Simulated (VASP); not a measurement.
# PbO2 (P4_2/mnm) in VASP: a series of runs

The runs below take PbO2 through single point, with PBE.

All numbers are computed with VASP 6.6.1; they aren't measurements. Logs are shortened: lines on timing, memory, paths and dates and some standing lists are left out, and cuts for length are marked.

## 1. The cell of the first run

It takes space group P4_2/mnm (No. 136, tetragonal). Conventional cell: a = 5.057 Å, b = 5.057 Å, c = 3.257 Å, α = 90.00°, β = 90.00°, γ = 90.00°. Within 2.8 Å of Pb (site symmetry mmm) lie 6 O at 2.14 to 2.18 Å. Within 2.8 Å of O (site symmetry m2m) lie 3 Pb at 2.14 to 2.18 Å and 1 O at 2.79 Å.

## 2. Single point, PBE

The input, INCAR:

```
PREC = Accurate
ENCUT = 520
EDIFF = 1E-6
ISMEAR = 0
SIGMA = 0.1
LREAL = F
LASPH = T
NELM = 80
ALGO = Normal
ISIF = 2
LWAVE = F
LCHARG = T
GGA = PE
LELF = T
LVHAR = T
NBANDS = 35
```

The input, KPOINTS:

```
Automatic mesh
0
Gamma
  4 4 6
```

The input, POSCAR:

```
PbO2
1.0
    5.0567235523      0.0000000000      0.0000000000
    0.0000000000      5.0567235523      0.0000000000
    0.0000000000      0.0000000000      3.2565555144
Pb O
2 4
Direct
    0.0000000000      0.0000000000      0.0000000000
    0.5000000000      0.5000000000      0.5000000000
    0.3049600000      0.3049600000      0.0000000000
    0.8049600000      0.1950400000      0.5000000000
    0.1950400000      0.8049600000      0.5000000000
    0.6950400000      0.6950400000      0.0000000000
```

Potentials or basis: VASP PAW PBE potentials, release 64 (Pb_d, O).

On the command line:

```sh
cat potpaw_PBE.64/Pb_d/POTCAR potpaw_PBE.64/O/POTCAR > POTCAR
mpirun -np 1 vasp_std > vasp.out
```

OUTCAR:

```text
PREC = Accurate
   ENCUT = 520
   EDIFF = 1E-6
   ISMEAR = 0
   LREAL = F
   LASPH = T
   NELM = 80
   ISIF = 2
   GGA = PE

 ion  position               nearest neighbor table
   1  0.000  0.000  0.000-   4 2.14   5 2.14   4 2.14   5 2.14   3 2.18   6 2.18   2 3.93   2 3.93
                             2 3.93   2 3.93   2 3.93   2 3.93   2 3.93   2 3.93
   2  0.500  0.500  0.500-   3 2.14   6 2.14   3 2.14   6 2.14   5 2.18   4 2.18   1 3.93   1 3.93
                             1 3.93   1 3.93   1 3.93   1 3.93   1 3.93   1 3.93
   3  0.305  0.305  0.000-   2 2.14   2 2.14   1 2.18
   4  0.805  0.195  0.500-   1 2.14   1 2.14   2 2.18
   5  0.195  0.805  0.500-   1 2.14   1 2.14   2 2.18
   6  0.695  0.695  0.000-   2 2.14   2 2.14   1 2.18

  LATTYP: Found a simple tetragonal cell.
 ALAT       =     5.0567235523
 C/A-ratio  =     0.6440050520

  Lattice vectors:

 A1 = (   5.0567235523,   0.0000000000,   0.0000000000)
 A2 = (   0.0000000000,   5.0567235523,   0.0000000000)
 A3 = (   0.0000000000,   0.0000000000,   3.2565555144)

Analysis of symmetry for initial positions (statically):
=====================================================================
 Subroutine PRICEL returns:
 Original cell was already a primitive cell.

 Routine SETGRP: Setting up the symmetry group for a
 simple tetragonal supercell.

 Subroutine GETGRP returns: Found 16 space group operations
 (whereof  8 operations were pure point group operations)
 out of a pool of 16 trial point group operations.

The static configuration has the point symmetry D_2h.
 The point group associated with its full space group is D_4h.

Analysis of symmetry for dynamics (positions and initial velocities):
=====================================================================
 Subroutine PRICEL returns:
 Original cell was already a primitive cell.

 Routine SETGRP: Setting up the symmetry group for a
 simple tetragonal supercell.

 Subroutine GETGRP returns: Found 16 space group operations
 (whereof  8 operations were pure point group operations)
 out of a pool of 16 trial point group operations.

The dynamic configuration has the point symmetry D_2h.
 The point group associated with its full space group is D_4h.

 Subroutine INISYM returns: Found 16 space group operations
 (whereof  8 operations are pure point group operations),
 and found     1 'primitive' translations

----------------------------------------------------------------------------------------

                                     Primitive cell

  volume of cell :      83.2716

  direct lattice vectors                    reciprocal lattice vectors
     5.056723552  0.000000000  0.000000000     0.197756510  0.000000000  0.000000000
     0.000000000  5.056723552  0.000000000     0.000000000  0.197756510  0.000000000
     0.000000000  0.000000000  3.256555514     0.000000000  0.000000000  0.307072917

  length of vectors
     5.056723552  5.056723552  3.256555514     0.197756510  0.197756510  0.307072917

  position of ions in fractional coordinates (direct lattice)
     0.000000000  0.000000000  0.000000000
     0.500000000  0.500000000  0.500000000
     0.304960000  0.304960000  0.000000000
     0.804960000  0.195040000  0.500000000
     0.195040000  0.804960000  0.500000000
     0.695040000  0.695040000  0.000000000

  ion indices of the primitive-cell ions
   primitive index   ion index
                 1           1
                 2           2
                 3           3
                 4           4
                 5           5
                 6           6

----------------------------------------------------------------------------------------

 KPOINTS: Automatic mesh

Automatic generation of k-mesh.
 Grid dimensions read from file:
 generate k-points for:    4    4    6

 Generating k-lattice:

  Cartesian coordinates                     Fractional coordinates (reciprocal lattice)
     0.049439127  0.000000000  0.000000000     0.250000000  0.000000000  0.000000000
     0.000000000  0.049439127  0.000000000     0.000000000  0.250000000  0.000000000
     0.000000000  0.000000000  0.051178819     0.000000000  0.000000000  0.166666667

  Length of vectors
     0.049439127  0.049439127  0.051178819

  Shift w.r.t. Gamma in fractional coordinates (k-lattice)
     0.000000000  0.000000000  0.000000000

 Subroutine IBZKPT returns following result:
 ===========================================

 Found     24 irreducible k-points:

 Following reciprocal coordinates:
            Coordinates               Weight
  0.000000  0.000000  0.000000      1.000000
  0.250000  0.000000  0.000000      4.000000
  0.500000  0.000000  0.000000      2.000000
  0.250000  0.250000  0.000000      4.000000
  0.500000  0.250000  0.000000      4.000000
  0.500000  0.500000  0.000000      1.000000
[... 16 lines left out ...]
  0.500000  0.250000  0.500000      4.000000
  0.500000  0.500000  0.500000      1.000000
   k-points           NKPTS =     24   k-points in BZ     NKDIM =     24   number of bands    NBANDS=     35
   number of dos      NEDOS =    301   number of ions     NIONS =      6
   total plane-waves  NPLWV =  38400
   dimension x,y,z NGX =    40 NGY =   40 NGZ =   24
   dimension x,y,z NGXF=    80 NGYF=   80 NGZF=   48
   ions per type =               2   4
   NGX,Y,Z   is equivalent  to a cutoff of  13.15, 13.15, 12.25 a.u.
   NGXF,Y,Z  is equivalent  to a cutoff of  26.30, 26.30, 24.50 a.u.
 SYSTEM =  unknown system
   PREC   = accura    normal or accurate (medium, high low for compatibility)
   ISTART =      0    job   : 0-new  1-cont  2-samecut
   ICHARG =      2    charge: 1-file 2-atom 10-const
   ISPIN  =      1    spin polarized calculation?
   LNONCOLLINEAR =      F non collinear calculations
   LSORBIT =      F    spin-orbit coupling
   LASPH  =      T    aspherical Exc in radial PAW
   ENCUT  =  520.0 eV  38.22 Ry    6.18 a.u.   9.40  9.40  6.06*2*pi/ulx,y,z
   NELM   =     80;   NELMIN=  2; NELMDL= -5     # of ELM steps
   EDIFF  = 0.1E-05   stopping-criterion for ELM
   LREAL  =      F    real-space projection
   EDIFFG = 0.1E-04   stopping-criterion for IOM
   NSW    =      0    number of steps for IOM
   IBRION =     -1    ionic relax: 0-MD 1-quasi-New 2-CG
   NFREE  =      0    steps in history (QN), initial steepest desc. (CG)
   ISIF   =      2    stress and relaxation
   ISYM   =      2    0-nonsym 1-usesym 2-fastsym
   POTIM  = 0.5000    time-step for ionic-motion
   TEBEG  =    0.0;   TEEND  =   0.0 temperature during run
   PSTRESS=    0.0 pullay stress
   NELECT =      52.0000    total number of electrons
   NUPDOWN=      -1.0000    fix difference up-down
   EMIN   =  10.00;   EMAX   =-10.00  energy-range for DOS
   EFERMI =   0.00;   METHOD = LEGACY
   ISMEAR =     0;   SIGMA  =   0.10  broadening in eV -4-tet -1-fermi 0-gaus
   EFERMI_NEDOS =   21; number of points for ismear=-14 and -15
   IALGO  =     38    algorithm
   IMIX   =      4    mixing-type and parameters
     AMIX     =   0.40;   BMIX     =  1.00
     AMIX_MAG =   1.60;   BMIX_MAG =  1.00
  volume/ion in A,a.u.               =      13.88        93.66
  Fermi-wavevector in a.u.,A,eV,Ry     =   1.399298  2.644290 26.640694  1.958036
  Thomas-Fermi vector in A             =   2.522371
   LORBIT       =      0    0 simple, 1 ext, 2 COOP (PROOUT), +10 PAW based schemes
   GGA     = PE    functional components
   LHFCALC =     F    Hartree Fock is set to
   AEXX    =    0.0000 exact exchange contribution
   IVDW    =     0    specifies the selected vdW correction
   LEPSILON=     F    determine dielectric tensor
   LRPA    =     F    only Hartree local field effects (RPA)
 non-spin polarized calculation
 Gauss-broadening in eV      SIGMA  =   0.10
  energy-cutoff  :      520.00
  volume of cell :       83.27
 maximum number of plane-waves:      2268
 NGX is ok and might be reduce to    40
   NGX = 19   NGY = 19   NGZ = 13

 number of electron      51.9999997 magnetization

 Free energy of the ion-electron system (eV)
  ---------------------------------------------------
  ext. energy  EPLUGINS =         0.00000000
  ---------------------------------------------------
  free energy    TOTEN  =       -31.59811854 eV

  energy without entropy =      -31.59720086  energy(sigma->0) =      -31.59765970

 E-fermi :   4.4207     XC(G=0): -10.6930

 val. band max:        4.3114616436   @ k =   0.0000   0.0000   0.1667
 cond. band min:       4.4890852216   @ k =   0.0000   0.0000   0.0000
 fundamental gap:      0.1776235780
 Fermi energy:         4.4206751268

 k-point     1 :       0.0000    0.0000    0.0000
  band No.  band energies     occupation
      1     -14.0502      2.00000
      2     -13.9173      2.00000
      3     -12.2678      2.00000
      4     -12.2678      2.00000
      5     -11.2095      2.00000
      6     -10.9847      2.00000
[... 27 lines left out ...]
     34      15.4088      0.00000
     35      16.3169      0.00000

 k-point     2 :       0.2500    0.0000    0.0000
  band No.  band energies     occupation
      1     -13.9111      2.00000
      2     -13.8314      2.00000
      3     -12.6548      2.00000
      4     -12.5480      2.00000
      5     -10.9181      2.00000
      6     -10.9000      2.00000
[... 27 lines left out ...]
     34      16.0198      0.00000
     35      16.3467      0.00000

 k-point     3 :       0.5000    0.0000    0.0000
  band No.  band energies     occupation
      1     -13.7071      2.00000
      2     -13.7071      2.00000
      3     -12.9197      2.00000
      4     -12.9197      2.00000
      5     -10.8930      2.00000
      6     -10.8930      2.00000
[... 27 lines left out ...]
     34      16.5153      0.00000
     35      16.8106      0.00000
[... 723 lines left out ...]
 k-point    23 :       0.5000    0.2500    0.5000
  band No.  band energies     occupation
      1     -13.7641      2.00000
      2     -13.7641      2.00000
      3     -12.7608      2.00000
      4     -12.7608      2.00000
      5     -10.7968      2.00000
      6     -10.7968      2.00000
[... 27 lines left out ...]
     34      15.0192      0.00000
     35      17.0654      0.00000

 k-point    24 :       0.5000    0.5000    0.5000
  band No.  band energies     occupation
      1     -13.6342      2.00000
      2     -13.6342      2.00000
      3     -13.0252      2.00000
      4     -13.0252      2.00000
      5     -10.7750      2.00000
      6     -10.7750      2.00000
[... 27 lines left out ...]
     34      14.9169      0.00000
     35      17.4243      0.00000

------------------------ aborting loop because EDIFF is reached ----------------------------------------

  FORCE on cell =-STRESS in cart. coord.  units (eV):
  Direction    XX          YY          ZZ          XY          YZ          ZX
  --------------------------------------------------------------------------------------
  -------------------------------------------------------------------------------------
  Total        4.0820876      4.0820876      9.1997544     -0.0000000      0.0000000      0.0000000
  in kB       78.5409207     78.5409207    177.0067821     -0.0000000      0.0000000      0.0000000
  external PRESSURE =     111.3628745 kB  Pullay stress =       0.0000000 kB

 VOLUME and BASIS-vectors are now :
 -----------------------------------------------------------------------------
  energy-cutoff  :      520.00
  volume of cell :       83.27
      direct lattice vectors                 reciprocal lattice vectors
     5.056723552  0.000000000  0.000000000     0.197756510  0.000000000  0.000000000
     0.000000000  5.056723552  0.000000000     0.000000000  0.197756510  0.000000000
     0.000000000  0.000000000  3.256555514     0.000000000  0.000000000  0.307072917

 POSITION                                       TOTAL-FORCE (eV/Angst)
 -----------------------------------------------------------------------------------
      0.00000      0.00000      0.00000         0.000000     -0.000000      0.000000
      2.52836      2.52836      1.62828         0.000000     -0.000000      0.000000
      1.54210      1.54210      0.00000         0.004066      0.004066      0.000000
      4.07046      0.98626      1.62828         0.004066     -0.004066     -0.000000
      0.98626      4.07046      1.62828        -0.004066      0.004066      0.000000
      3.51463      3.51463      0.00000        -0.004066     -0.004066     -0.000000
 -----------------------------------------------------------------------------------
    total drift:                               -0.000000     -0.000000     -0.000000

  FREE ENERGIE OF THE ION-ELECTRON SYSTEM (eV)
  ---------------------------------------------------
  free  energy   TOTEN  =       -31.5981185449 eV

  energy  without entropy=      -31.5972008567  energy(sigma->0) =      -31.59765970
```

It took 49 s on 1 thread of AMD EPYC 7R13 (Zen 3), shared host; peak memory 0.18 GiB.

What came out:

```
Free energy            : -31.5981 eV
Pressure               : 11.1 GPa
Largest force          : 0.006 eV/Å
Band gap on the k mesh : 0.18 eV (least direct gap 0.34 eV)
```

Forces on the atoms (eV/Å):
```
Pb   0.000  0.000  0.000
Pb   0.000  0.000  0.000
O    0.004  0.004  0.000
O    0.004 -0.004  0.000
O   -0.004  0.004  0.000
O   -0.004 -0.004  0.000
```

Stress tensor (GPa, compression positive):
```
 7.85  0.00  0.00
 0.00  7.85  0.00
 0.00  0.00 17.70
```

Caveat: the cell stands under pressure; spin-orbit coupling is left out, which moves the levels of the heavy elements.

## 3. Single point, PBE

This run uses another cell than the first one, of 14.82 Å³/atom.

The input, INCAR:

```
PREC     = Accurate       # precision mode
ENCUT    = 520            # plane-wave cutoff, eV
EDIFF    = 1E-6           # SCF threshold, eV
ISMEAR   = 0              # smearing method
SIGMA    = 0.1            # smearing width, eV
LREAL    = F              # projectors in reciprocal space
LASPH    = T              # aspherical terms in the spheres
NELM     = 60             # most SCF steps
ALGO     = Normal         # electronic algorithm
ISIF     = 2              # what is computed and relaxed
LWAVE    = F              # write WAVECAR
LCHARG   = F              # write CHGCAR
GGA      = PE             # functional
NBANDS   = 35             # bands
```

The input, KPOINTS:

```
Automatic mesh
0
Gamma
  10 7 7
```

The input, POSCAR:

```
PbO2
1.0
    3.4422955280      0.0000000000      0.0000000000
    0.0000000000      5.0826195414      0.0000000000
    0.0000000000      0.0000000000      5.0826195414
Pb O
2 4
Direct
    0.0000000000      0.0000000000      0.0000000000
    0.5000000000      0.5000000000      0.5000000000
    0.0000000000      0.3080033117      0.3080033117
    0.5000000000      0.1919966883      0.8080033117
    0.5000000000      0.8080033117      0.1919966883
    0.0000000000      0.6919966883      0.6919966883
```

Potentials or basis: VASP PAW PBE potentials, release 64 (Pb_d, O).

On the command line:

```sh
cat potpaw_PBE.64/Pb_d/POTCAR potpaw_PBE.64/O/POTCAR > POTCAR
mpirun -np 1 vasp_std > vasp.out
```

Wall time 2.1 min (1 thread of AMD EPYC 7R13 (Zen 3), shared host); peak memory 0.26 GiB.

It converged, with:

* Free energy: -31.8694 eV
* Pressure: 0.2 GPa
* Largest force: 0.012 eV/Å

Forces in eV/Å, atoms in the order of the input:
```
Pb   0.000  0.000  0.000
Pb   0.000  0.000  0.000
O    0.000 -0.008 -0.008
O    0.000  0.008 -0.008
O    0.000 -0.008  0.008
O    0.000  0.008  0.008
```

Stress tensor (GPa, compression positive):
```
0.35 0.00 0.00
0.00 0.12 0.00
0.00 0.00 0.12
```

Levels at points of the mesh, in eV from the Fermi level:
| k point | band 24 | band 25 | band 26 | band 27 | band 28 | band 29 |
| --- | --- | --- | --- | --- | --- | --- |
| (0.00, 0.00, 0.00) | -0.66 | -0.58 | -0.58 | 0.07 | 3.85 | 5.72 |
| (0.50, 0.00, 0.00) | -1.04 | -0.75 | -0.75 | 3.35 | 3.35 | 8.57 |

Caveat: spin-orbit coupling is left out, which moves the levels of the heavy elements.

## 4. Single point, PBE

This run uses another cell than the first one, of 14.82 Å³/atom.

The input, INCAR:

```
SYSTEM = PbO2
PREC = Accurate ; ENCUT = 520
EDIFF = 1E-6 ; ISMEAR = 0
SIGMA = 0.1 ; LREAL = .False.
LASPH = .True. ; NELM = 60
ALGO = Normal ; ISIF = 2
LWAVE = .False. ; LCHARG = .True.
GGA = PE ; LELF = .True.
LVHAR = .True. ; NBANDS = 35
```

The input, KPOINTS:

```
regular mesh
0
Gamma
  8 8 10
  0 0 0
```

The input, POSCAR:

```
PbO2
1.0
    5.0826195414      0.0000000000      0.0000000000
    0.0000000000      5.0826195414      0.0000000000
    0.0000000000      0.0000000000      3.4422955280
Pb O
2 4
Direct
    0.0000000000      0.0000000000      0.0000000000
    0.5000000000      0.5000000000      0.5000000000
    0.3080033117      0.3080033117      0.0000000000
    0.8080033117      0.1919966883      0.5000000000
    0.1919966883      0.8080033117      0.5000000000
    0.6919966883      0.6919966883      0.0000000000
```

On the command line:

```sh
cat potpaw_PBE.64/Pb_d/POTCAR potpaw_PBE.64/O/POTCAR > POTCAR
mpirun -np 1 vasp_std > vasp.out
```

It took 3.3 min on 1 thread of AMD EPYC 7R13 (Zen 3), shared host; peak memory 0.32 GiB.

It converged, with:

```
Free energy   : -31.8693 eV
Pressure      : 0.2 GPa
Largest force : 0.013 eV/Å
```

Forces in eV/Å, atoms in the order of the input:
```
Pb   0.000  0.000  0.000
Pb   0.000  0.000  0.000
O   -0.009 -0.009  0.000
O   -0.009  0.009  0.000
O    0.009 -0.009  0.000
O    0.009  0.009  0.000
```

Stress tensor (GPa, compression positive):
```
0.15 0.00 0.00
0.00 0.15 0.00
0.00 0.00 0.38
```

Levels at points of the mesh, in eV from the Fermi level:
| k point | band 22 | band 23 | band 24 | band 25 | band 26 | band 27 | band 28 | band 29 | band 30 | band 31 |
| --- | --- | --- | --- | --- | --- | --- | --- | --- | --- | --- |
| (0.00, 0.00, 0.00) | -0.75 | -0.65 | -0.65 | -0.57 | -0.57 | 0.07 | 3.85 | 5.73 | 5.73 | 9.51 |
| (0.50, 0.00, 0.00) | -1.29 | -0.68 | -0.68 | -0.38 | -0.38 | 2.05 | 2.05 | 6.32 | 6.32 | 9.33 |
| (0.50, 0.50, 0.00) | -1.47 | -0.70 | -0.70 | -0.47 | -0.47 | 2.44 | 2.44 | 6.51 | 6.51 | 9.68 |
| (0.00, 0.00, 0.50) | -1.96 | -1.03 | -1.03 | -0.75 | -0.75 | 3.36 | 3.36 | 8.57 | 8.57 | 9.44 |
| (0.50, 0.00, 0.50) | -1.03 | -0.73 | -0.73 | -0.29 | -0.29 | 3.64 | 3.64 | 6.99 | 6.99 | 9.64 |
| (0.50, 0.50, 0.50) | -1.92 | -0.64 | -0.64 | -0.50 | -0.50 | 2.51 | 2.51 | 8.09 | 8.09 | 9.40 |

Caveat: spin-orbit coupling is left out, which moves the levels of the heavy elements.

## 5. Overview

| cell | k mesh | pressure (GPa) | largest force (eV/Å) |
| --- | --- | --- | --- |
| a = 5.057, b = 5.057, c = 3.257 Å, 6 atoms, atomic positions A | 4 × 4 × 6 | 11.1 | 0.01 |
| a = 3.442, b = 5.083, c = 5.083 Å, 6 atoms, atomic positions B | 10 × 7 × 7 | 0.2 | 0.01 |
| a = 5.083, b = 5.083, c = 3.442 Å, 6 atoms, atomic positions C | 8 × 8 × 10 | 0.2 | 0.01 |

Alike in all rows: task single point; level PBE; potentials or basis VASP PAW PBE potentials, release 64 (Pb_d, O); no spin polarisation; cutoff (eV) 520; smearing gaussian 0.1 eV.

Caveats: spin-orbit coupling is left out, which moves the levels of the heavy elements; the cell stands under pressure (at least some runs).

Total energies depend on the potentials used, so only differences within one code and one set of settings carry meaning.
